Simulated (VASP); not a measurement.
# Zn9HS9 (a cell with a defect) in VASP: notebook, part 2 of 2

VASP 6.6.1. Earlier steps stand in the parts before.

### 3 Single point, PBE

Contents of INCAR:

```
PREC = Accurate ; ENCUT = 520
EDIFF = 1E-6 ; ISMEAR = 0
SIGMA = 0.02 ; LREAL = Auto
LASPH = T ; NELM = 80
ALGO = Normal ; ISIF = 2
LWAVE = F ; LCHARG = F
GGA = PE ; NBANDS = 96
NELECT = 164.0
```

Contents of KPOINTS:

```
regular mesh
0
Gamma
  2 2 2
```

Contents of POSCAR:

```
Zn9HS9
1.0
    0.0000000000     -6.6618213655      0.0000000000
    5.7693065380     -3.3309106827      0.0000000000
    0.0000000000     -2.2206071218      9.4492875734
Zn S H
9 9 1
Direct
    0.6072704260      0.7244920984      0.9997745255
    0.3317660875      0.2749664955      1.0000209991
    0.0532805807      0.0000266930      0.9987905360
    0.4420651914      0.6608698940      0.6683807590
    0.1029058763      0.3392508245      0.6682137622
    0.7811719880      1.0000368263      0.6675315944
    0.2221874263      0.6702644372      0.3289100872
    0.8923878348      0.3297586959      0.3289361209
    0.5495930614      0.9999730404      0.3367040081
    0.5854182977      0.6649936131      0.2504569770
    0.2503739558      0.3349863605      0.2505840765
    0.9096450721     -0.0000022533      0.2501430909
    0.1392830034      0.6669137746      0.5770108019
    0.8060551565      0.3332022640      0.5770230779
    0.4683217245      1.0000021601      0.5880583014
    0.3611877889      0.6311470843      0.9107049535
   -0.0075736835      0.3688313294      0.9105362635
    0.7297664487     -0.0000842389      0.9097560989
    0.3112367364      0.0000890922      0.0565046831
```

Potentials or basis: VASP PAW PBE potentials, release 64 (Zn, S, H).

On the command line:

```sh
cat potpaw_PBE.64/Zn/POTCAR potpaw_PBE.64/S/POTCAR potpaw_PBE.64/H/POTCAR > POTCAR
mpirun -np 1 vasp_std > vasp.out
```

OUTCAR:

```text
PREC = Accurate
   ENCUT = 520
   EDIFF = 1E-6
   ISMEAR = 0
   LREAL = Auto
   LASPH = T
   NELM = 80
   ISIF = 2
   GGA = PE
   NELECT = 164.0

 ion  position               nearest neighbor table
   1  0.607  0.724  1.000-  19 1.92  18 2.37  16 2.37  10 2.40  17 2.51
   2  0.332  0.275  0.000-  19 1.91  18 2.37  17 2.37  11 2.40  16 2.52
   3  0.053  0.000  0.999-  19 1.93  16 2.37  17 2.37  12 2.41  18 2.50
   4  0.442  0.661  0.668-  16 2.30  13 2.36  14 2.37  15 2.38
   5  0.103  0.339  0.668-  17 2.30  14 2.36  13 2.37  15 2.38
   6  0.781  0.000  0.668-  18 2.30  14 2.36  13 2.36  15 2.38
   7  0.222  0.670  0.329-  13 2.34  11 2.35  10 2.35  12 2.35
   8  0.892  0.330  0.329-  14 2.34  10 2.35  11 2.35  12 2.35
   9  0.550  1.000  0.337-  12 2.35  11 2.35  10 2.35  15 2.38
  10  0.585  0.665  0.250-   8 2.35   7 2.35   9 2.35   1 2.40
  11  0.250  0.335  0.251-   7 2.35   8 2.35   9 2.35   2 2.40
  12  0.910  1.000  0.250-   7 2.35   8 2.35   9 2.35   3 2.41
  13  0.139  0.667  0.577-   7 2.34   6 2.36   4 2.36   5 2.37
  14  0.806  0.333  0.577-   8 2.34   6 2.36   5 2.36   4 2.37
  15  0.468  0.000  0.588-   9 2.38   4 2.38   5 2.38   6 2.38
  16  0.361  0.631  0.911-   4 2.30   1 2.37   3 2.37   2 2.52
  17  0.992  0.369  0.911-   5 2.30   3 2.37   2 2.37   1 2.51
  18  0.730  1.000  0.910-   6 2.30   1 2.37   2 2.37   3 2.50
  19  0.311  0.000  0.057-   2 1.91   1 1.92   3 1.93

  LATTYP: Found a base centered monoclinic cell.
 ALAT       =     6.6618213655
 B/A-ratio  =     1.7320508076
 C/A-ratio  =     1.4570648124
 COS(beta)  =    -0.2287704229

  Lattice vectors:

 A1 = (   5.7693065380,   3.3309106828,   0.0000000000)
 A2 = (  -5.7693065380,   3.3309106827,   0.0000000000)
 A3 = (   0.0000000000,  -2.2206071218,   9.4492875734)

Analysis of symmetry for initial positions (statically):
=====================================================================
 Subroutine PRICEL returns:
 Original cell was already a primitive cell.

 Routine SETGRP: Setting up the symmetry group for a
 base centered monoclinic supercell.

 Subroutine GETGRP returns: Found  1 space group operations
 (whereof  1 operations were pure point group operations)
 out of a pool of  4 trial point group operations.

The static configuration has the point symmetry C_1 .

Analysis of symmetry for dynamics (positions and initial velocities):
=====================================================================
 Subroutine PRICEL returns:
 Original cell was already a primitive cell.

 Routine SETGRP: Setting up the symmetry group for a
 base centered monoclinic supercell.

 Subroutine GETGRP returns: Found  1 space group operations
 (whereof  1 operations were pure point group operations)
 out of a pool of  4 trial point group operations.

The dynamic configuration has the point symmetry C_1 .

 Subroutine INISYM returns: Found  1 space group operations
 (whereof  1 operations are pure point group operations),
 and found     1 'primitive' translations

----------------------------------------------------------------------------------------

                                     Primitive cell

  volume of cell :     363.1748

[... 83 lines left out ...]
  0.000000  0.000000  0.500000      1.000000
  0.500000 -0.000000  0.500000      1.000000
  0.500000  0.500000  0.500000      1.000000
  0.000000  0.500000  0.500000      1.000000
   k-points           NKPTS =      8   k-points in BZ     NKDIM =      8   number of bands    NBANDS=     96
   number of dos      NEDOS =    301   number of ions     NIONS =     19
   total plane-waves  NPLWV = 180000
   dimension x,y,z NGX =    50 NGY =   50 NGZ =   72
   dimension x,y,z NGXF=   100 NGYF=  100 NGZF=  144
   ions per type =               9   9   1
   NGX,Y,Z   is equivalent  to a cutoff of  12.48, 12.48, 12.33 a.u.
   NGXF,Y,Z  is equivalent  to a cutoff of  24.96, 24.96, 24.66 a.u.
 SYSTEM =  unknown system
   PREC   = accura    normal or accurate (medium, high low for compatibility)
   ISTART =      0    job   : 0-new  1-cont  2-samecut
   ICHARG =      2    charge: 1-file 2-atom 10-const
   ISPIN  =      1    spin polarized calculation?
   LNONCOLLINEAR =      F non collinear calculations
   LSORBIT =      F    spin-orbit coupling
   LASPH  =      T    aspherical Exc in radial PAW
   ENCUT  =  520.0 eV  38.22 Ry    6.18 a.u.  12.39 12.39 18.05*2*pi/ulx,y,z
   NELM   =     80;   NELMIN=  2; NELMDL= -5     # of ELM steps
   EDIFF  = 0.1E-05   stopping-criterion for ELM
   LREAL  =      T    real-space projection
   EDIFFG = 0.1E-04   stopping-criterion for IOM
   NSW    =      0    number of steps for IOM
   IBRION =     -1    ionic relax: 0-MD 1-quasi-New 2-CG
   NFREE  =      0    steps in history (QN), initial steepest desc. (CG)
   ISIF   =      2    stress and relaxation
   ISYM   =      2    0-nonsym 1-usesym 2-fastsym
   POTIM  = 0.5000    time-step for ionic-motion
   TEBEG  =    0.0;   TEEND  =   0.0 temperature during run
   PSTRESS=    0.0 pullay stress
   NELECT =     164.0000    total number of electrons
   NUPDOWN=      -1.0000    fix difference up-down
   EMIN   =  10.00;   EMAX   =-10.00  energy-range for DOS
   EFERMI =   0.00;   METHOD = LEGACY
   ISMEAR =     0;   SIGMA  =   0.02  broadening in eV -4-tet -1-fermi 0-gaus
   EFERMI_NEDOS =   21; number of points for ismear=-14 and -15
   IALGO  =     38    algorithm
   IMIX   =      4    mixing-type and parameters
     AMIX     =   0.40;   BMIX     =  1.00
     AMIX_MAG =   1.60;   BMIX_MAG =  1.00
  volume/ion in A,a.u.               =      19.11       128.99
  Fermi-wavevector in a.u.,A,eV,Ry     =   1.255984  2.373466 21.463145  1.577497
  Thomas-Fermi vector in A             =   2.389714
   LORBIT       =      0    0 simple, 1 ext, 2 COOP (PROOUT), +10 PAW based schemes
   GGA     = PE    functional components
   LHFCALC =     F    Hartree Fock is set to
   AEXX    =    0.0000 exact exchange contribution
   IVDW    =     0    specifies the selected vdW correction
   LEPSILON=     F    determine dielectric tensor
   LRPA    =     F    only Hartree local field effects (RPA)
 non-spin polarized calculation
 Gauss-broadening in eV      SIGMA  =   0.02
  energy-cutoff  :      520.00
  volume of cell :      363.17
 maximum number of plane-waves:      9832
 NGX is ok and might be reduce to    50
   NGX = 25   NGY = 25   NGZ = 37

 number of electron     164.0000008 magnetization

 Free energy of the ion-electron system (eV)
  ---------------------------------------------------
  ext. energy  EPLUGINS =         0.00000000
  ---------------------------------------------------
  free energy    TOTEN  =       -59.97877110 eV

  energy without entropy =      -59.97877110  energy(sigma->0) =      -59.97877110

 E-fermi :   3.0421     XC(G=0):  -9.6452

 val. band max:        2.9316485057   @ k =   0.0000   0.0000   0.5000
 cond. band min:       4.4552065005   @ k =   0.0000   0.0000   0.0000
 fundamental gap:      1.5235579948
 Fermi energy:         3.0420559011

 k-point     1 :       0.0000    0.0000    0.0000
  band No.  band energies     occupation
      1     -11.1053      2.00000
      2     -10.5311      2.00000
      3     -10.2124      2.00000
      4     -10.0839      2.00000
      5     -10.0792      2.00000
      6     -10.0283      2.00000
[... 765 lines left out ...]
     93       7.2618      0.00000
     94       7.4143      0.00000
 [bands above 94 left out]

------------------------ aborting loop because EDIFF is reached ----------------------------------------

  FORCE on cell =-STRESS in cart. coord.  units (eV):
  Direction    XX          YY          ZZ          XY          YZ          ZX
  --------------------------------------------------------------------------------------
  -------------------------------------------------------------------------------------
  Total        9.1911740      9.1012617     11.0836092      0.0077450     -0.0311647      0.0026174
  in kB       40.5476701     40.1510142     48.8963142      0.0341677     -0.1374858      0.0115471
  external PRESSURE =      43.1983328 kB  Pullay stress =       0.0000000 kB

 VOLUME and BASIS-vectors are now :
 -----------------------------------------------------------------------------
  energy-cutoff  :      520.00
  volume of cell :      363.17
      direct lattice vectors                 reciprocal lattice vectors
     0.000000000 -6.661821365  0.000000000    -0.086665528 -0.150109099 -0.035276028
     5.769306538 -3.330910683  0.000000000     0.173331057  0.000000000  0.000000000
     0.000000000 -2.220607122  9.449287573     0.000000000  0.000000000  0.105828084

 POSITION                                       TOTAL-FORCE (eV/Angst)
 -----------------------------------------------------------------------------------
      4.17982     -8.67885      9.44716         0.000003     -0.000521     -0.005184
      1.58637     -3.12610      0.00020         0.000619      0.000437     -0.008483
      0.00015     -2.57296      9.43786        -0.000262     -0.003773     -0.002315
      3.81276     -6.63047      6.31572        -0.000948     -0.000205      0.003962
      1.95724     -3.29940      6.31414         0.000162     -0.001467      0.004191
      0.00021     -6.68648      6.30770        -0.000191      0.000356      0.001221
[... 11 lines left out ...]
      5.76882    -10.21241      8.59655         0.001734     -0.018466      0.008274
      0.00051     -2.19918      0.53393        -0.000592     -0.000186      0.007241
 -----------------------------------------------------------------------------------
    total drift:                                0.000182     -0.001416      0.005180

  FREE ENERGIE OF THE ION-ELECTRON SYSTEM (eV)
  ---------------------------------------------------
  free  energy   TOTEN  =       -59.9787710963 eV

  energy  without entropy=      -59.9787710963  energy(sigma->0) =      -59.97877110
```

Run time: 16 min. Hardware: 1 thread of Oxide Virtual Turin-like, shared host; peak memory 0.48 GiB.

What came out:

```yaml
Free_energy: -59.9788 eV
Largest_force: 0.028 eV/Å
```

Forces in eV/Å, atoms in the order of the input:
```
Zn   0.000 -0.001 -0.005
Zn   0.001  0.000 -0.008
Zn   0.000 -0.004 -0.002
Zn  -0.001  0.000  0.004
Zn   0.000 -0.001  0.004
Zn   0.000  0.000  0.001
Zn   0.004  0.000  0.000
Zn  -0.004  0.001  0.000
Zn  -0.001 -0.002  0.004
S   -0.004 -0.003 -0.004
S    0.005 -0.003 -0.005
S    0.001  0.005 -0.004
S    0.000  0.001 -0.002
S   -0.001  0.001 -0.002
S    0.000  0.002 -0.010
S   -0.025  0.012  0.006
S    0.023  0.011  0.009
S    0.002 -0.018  0.008
H   -0.001  0.000  0.007
```

Levels at points of the mesh, in eV from the Fermi level:
```csv
k point,band 79,band 80,band 81,band 82,band 83,band 84,band 85,band 86
"(0.00, 0.00, 0.00)",-1.17,-1.00,-0.99,-0.38,1.41,1.98,2.54,3.21
"(0.50, 0.00, 0.00)",-1.73,-1.72,-1.62,-0.65,2.27,2.62,2.83,3.23
"(0.50, 0.50, 0.00)",-1.73,-1.72,-1.62,-0.65,2.27,2.62,2.83,3.23
"(0.00, 0.50, 0.00)",-1.79,-1.68,-1.59,-0.64,2.17,2.88,2.92,2.97
"(0.00, 0.00, 0.50)",-1.45,-1.08,-1.08,-0.11,1.85,2.01,2.73,3.23
"(0.50, 0.00, 0.50)",-1.86,-1.79,-1.72,-0.68,2.17,2.79,2.89,2.97
"(0.50, 0.50, 0.50)",-1.86,-1.79,-1.72,-0.68,2.17,2.79,2.89,2.97
"(0.00, 0.50, 0.50)",-1.91,-1.90,-1.69,-0.72,2.27,2.62,2.86,3.01
```

Caveat: the k points lie up to 0.56 Å⁻¹ apart; the cell carries a net charge on a neutralising background, which shifts energy and pressure; the cell is charged against a uniform background, so pressure and absolute levels hang on convention.

### 4 Single point, PBE

Contents of INCAR:

```
SYSTEM = Zn9HS9
ALGO = Normal ; EDIFF = 1E-6
ENCUT = 520 ; GGA = PE
ISIF = 2 ; ISMEAR = 0
LASPH = .True. ; LCHARG = .False.
LREAL = Auto ; LWAVE = .False.
NBANDS = 96 ; NELECT = 164.0
NELM = 80 ; PREC = Accurate
SIGMA = 0.02
```

Contents of KPOINTS:

```
k-points
0
Gamma
  2 2 2
  0 0 0
```

Contents of POSCAR:

```
Zn9HS9
1.0
    0.0000000000     -6.6618213655      0.0000000000
    5.7693065380     -3.3309106827      0.0000000000
    0.0000000000     -2.2206071218      9.4492875734
Zn S H
9 9 1
Direct
    0.7199472236      0.6666932975      0.9987905360
    0.2739370295      0.3911587961      0.9997745255
   -0.0015672223     -0.0583669801      1.0000209991
    0.4478387416      0.6667035240      0.6675315944
    0.1087317949      0.3275365917      0.6683807590
    0.7695726693      1.0059174290      0.6682137622
    0.2162598150      0.6666397382      0.3367040081
    0.8888541250      0.3369311350      0.3289100872
    0.5590545326      0.9964253004      0.3289361209
    0.5763116832      0.6666645245      0.2501430909
    0.2520849012      0.3316603109      0.2504569770
    0.9170406546      0.0016530583      0.2505840765
    0.1349883280      0.6666688578      0.5880583014
    0.8059497021      0.3335804723      0.5770108019
    0.4727218542      0.9998688685      0.5770230779
    0.3964330598      0.6665825389      0.9097560989
    0.0278543924      0.2978137821      0.9107049535
    0.6590928651      0.0354980271      0.9105362635
   -0.0220966525      0.6667558700      0.0565046831
```

Potentials or basis: VASP PAW PBE potentials, release 64 (Zn, S, H).

On the command line:

```sh
cat potpaw_PBE.64/Zn/POTCAR potpaw_PBE.64/S/POTCAR potpaw_PBE.64/H/POTCAR > POTCAR
mpirun -np 1 vasp_std > vasp.out
```

OUTCAR:

```text
SYSTEM = Zn9HS9
   EDIFF = 1E-6
   ENCUT = 520
   GGA = PE
   ISIF = 2
   ISMEAR = 0
   LASPH = .True.
   LREAL = Auto
   NELECT = 164.0
   NELM = 80
   PREC = Accurate

 ion  position               nearest neighbor table
   1  0.720  0.667  0.999-  19 1.93  17 2.37  18 2.37  10 2.41  16 2.50
   2  0.274  0.391  1.000-  19 1.92  16 2.37  17 2.37  11 2.40  18 2.51
   3  0.998  0.942  0.000-  19 1.91  16 2.37  18 2.37  12 2.40  17 2.52
   4  0.448  0.667  0.668-  16 2.30  15 2.36  14 2.36  13 2.38
   5  0.109  0.328  0.668-  17 2.30  14 2.36  15 2.37  13 2.38
   6  0.770  0.006  0.668-  18 2.30  15 2.36  14 2.37  13 2.38
   7  0.216  0.667  0.337-  10 2.35  12 2.35  11 2.35  13 2.38
   8  0.889  0.337  0.329-  14 2.34  12 2.35  11 2.35  10 2.35
   9  0.559  0.996  0.329-  15 2.34  11 2.35  12 2.35  10 2.35
  10  0.576  0.667  0.250-   8 2.35   9 2.35   7 2.35   1 2.41
  11  0.252  0.332  0.250-   9 2.35   8 2.35   7 2.35   2 2.40
  12  0.917  0.002  0.251-   8 2.35   9 2.35   7 2.35   3 2.40
  13  0.135  0.667  0.588-   7 2.38   5 2.38   6 2.38   4 2.38
  14  0.806  0.334  0.577-   8 2.34   4 2.36   5 2.36   6 2.37
  15  0.473  1.000  0.577-   9 2.34   4 2.36   6 2.36   5 2.37
  16  0.396  0.667  0.910-   4 2.30   2 2.37   3 2.37   1 2.50
[... 219 lines left out ...]
      3     -10.2124      2.00000
      4     -10.0839      2.00000
      5     -10.0792      2.00000
      6     -10.0283      2.00000
[... 765 lines left out ...]
     93       7.2618      0.00000
     94       7.4143      0.00000
 [bands above 94 left out]

------------------------ aborting loop because EDIFF is reached ----------------------------------------

  FORCE on cell =-STRESS in cart. coord.  units (eV):
  Direction    XX          YY          ZZ          XY          YZ          ZX
  --------------------------------------------------------------------------------------
  -------------------------------------------------------------------------------------
  Total        9.1788186      9.0942789     11.0800871      0.0075202     -0.0270293      0.0006742
  in kB       40.4931635     40.1202089     48.8807762      0.0331759     -0.1192421      0.0029744
  external PRESSURE =      43.1647162 kB  Pullay stress =       0.0000000 kB

 VOLUME and BASIS-vectors are now :
 -----------------------------------------------------------------------------
  energy-cutoff  :      520.00
  volume of cell :      363.17
      direct lattice vectors                 reciprocal lattice vectors
     0.000000000 -6.661821365  0.000000000    -0.086665528 -0.150109099 -0.035276028
     5.769306538 -3.330910683  0.000000000     0.173331057  0.000000000  0.000000000
     0.000000000 -2.220607122  9.449287573     0.000000000  0.000000000  0.105828084

 POSITION                                       TOTAL-FORCE (eV/Angst)
 -----------------------------------------------------------------------------------
      3.84636     -9.23478      9.43786        -0.000244     -0.001519     -0.002377
      2.25671     -5.34794      9.44716        -0.000307     -0.000815     -0.005087
      5.43257     -9.78792      0.00020         0.001543      0.001573     -0.009366
      3.84642     -6.68648      6.30770        -0.000230      0.002134      0.001271
      1.88966     -3.29956      6.31572        -0.001342      0.001457      0.004554
      0.03414     -6.63031      6.31414        -0.000652     -0.000379      0.004479
[... 11 lines left out ...]
      0.20480     -6.53094      8.60392         0.022239      0.010226      0.006975
      3.84672     -8.86100      0.53393        -0.000362     -0.000483      0.007315
 -----------------------------------------------------------------------------------
    total drift:                               -0.002935      0.004621      0.003611

  FREE ENERGIE OF THE ION-ELECTRON SYSTEM (eV)
  ---------------------------------------------------
  free  energy   TOTEN  =       -59.9787601930 eV

  energy  without entropy=      -59.9787601930  energy(sigma->0) =      -59.97876019
```

Run time: 15 min. Hardware: 1 thread of Oxide Virtual Turin-like, shared host; peak memory 0.49 GiB.

What came out:

| Quantity | Value |
| --- | --- |
| Free energy | -59.9788 eV |
| Largest force | 0.031 eV/Å |

Forces on the atoms (eV/Å):
```
Zn   0.000 -0.002 -0.002
Zn   0.000 -0.001 -0.005
Zn   0.002  0.002 -0.009
Zn   0.000  0.002  0.001
Zn  -0.001  0.001  0.005
Zn  -0.001  0.000  0.004
Zn  -0.001 -0.003  0.004
Zn   0.004  0.001  0.000
Zn  -0.003  0.003  0.000
S    0.002  0.005 -0.003
S   -0.005 -0.003 -0.004
S    0.005 -0.005 -0.006
S    0.001  0.000 -0.008
S   -0.001  0.000 -0.001
S    0.000 -0.002 -0.003
S    0.002 -0.019  0.007
S   -0.027  0.013  0.007
S    0.022  0.010  0.007
H    0.000  0.000  0.007
```

Levels at points of the mesh, in eV from the Fermi level:
| k point | band 78 | band 79 | band 80 | band 81 | band 82 | band 83 | band 84 | band 85 | band 86 | band 87 |
| --- | --- | --- | --- | --- | --- | --- | --- | --- | --- | --- |
| (0.00, 0.00, 0.00) | -1.61 | -1.17 | -1.00 | -1.00 | -0.38 | 1.41 | 1.98 | 2.54 | 3.21 | 3.24 |
| (0.50, 0.00, 0.00) | -1.93 | -1.73 | -1.73 | -1.62 | -0.65 | 2.26 | 2.62 | 2.83 | 3.23 | 3.30 |
| (0.50, 0.50, 0.00) | -1.93 | -1.73 | -1.73 | -1.62 | -0.65 | 2.26 | 2.62 | 2.83 | 3.23 | 3.30 |
| (0.00, 0.50, 0.00) | -2.04 | -1.79 | -1.68 | -1.59 | -0.65 | 2.17 | 2.87 | 2.92 | 2.97 | 3.22 |
| (0.00, 0.00, 0.50) | -1.46 | -1.46 | -1.09 | -1.08 | -0.11 | 1.85 | 2.01 | 2.73 | 3.23 | 3.29 |
| (0.50, 0.00, 0.50) | -2.04 | -1.86 | -1.79 | -1.72 | -0.68 | 2.17 | 2.79 | 2.89 | 2.97 | 3.21 |
| (0.50, 0.50, 0.50) | -2.04 | -1.86 | -1.79 | -1.72 | -0.68 | 2.16 | 2.79 | 2.88 | 2.97 | 3.21 |
| (0.00, 0.50, 0.50) | -2.00 | -1.91 | -1.91 | -1.70 | -0.72 | 2.27 | 2.62 | 2.85 | 3.01 | 3.20 |

Caveat: the k points lie up to 0.56 Å⁻¹ apart; the cell carries a net charge on a neutralising background, which shifts energy and pressure; the cell is charged against a uniform background, so pressure and absolute levels hang on convention.
